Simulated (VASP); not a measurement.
ZrSe2, 3 atoms in the cell. Symmetry: P-3m1, No. 164, trigonal system. The conventional cell has a = 3.845 Å, b = 3.845 Å, c = 6.134 Å, α = 90.00°, β = 90.00°, γ = 120.00°. Zr (site symmetry -3m) has 6 Se at 2.70 Å within 3.6 Å. Se (site symmetry 3m) has 3 Zr at 2.70 Å within 3.6 Å.  This cell differs from its parent crystal: epitaxial xy strain +1.5%.

- Program: VASP 6.6.1
- Task: single point
- Functional: HSE06
- Potentials or basis: VASP PAW PBE potentials, release 64 (Zr_sv, Se)
- Cutoff: 400 eV
- k mesh: 6 × 6 × 4
- Occupations: gaussian, width 0.01 eV
- Spin: no spin polarisation
- Dipole correction: no
- Grid for exact exchange (PRECFOCK): Normal
- Further INCAR settings: ALGO = Normal; EDIFF = 1e-06; NBANDS = 19
- Share of exact exchange: 0.25
- Screening parameter: 0.2079 1/Å

Potentials or basis: VASP PAW PBE potentials, release 64 (Zr_sv, Se).

Command:

```bash
$ cat potpaw_PBE.64/Zr_sv/POTCAR potpaw_PBE.64/Se/POTCAR > POTCAR
$ cp INCAR.step1 INCAR
$ mpirun -np 4 vasp_std > vasp.out
$ cp INCAR.step2 INCAR
$ mpirun -np 4 vasp_std > vasp.out
```

Hardware: 4 MPI ranks on AMD EPYC 7R13 Processor (Zen 3), on a shared host.

**Question.** Estimate the wall time of this run.

**Answer.** It took 14 min on 4 MPI ranks on AMD EPYC 7R13 Processor (Zen 3), on a shared host, peak memory 0.28 GiB a rank. Counts: k points 24.
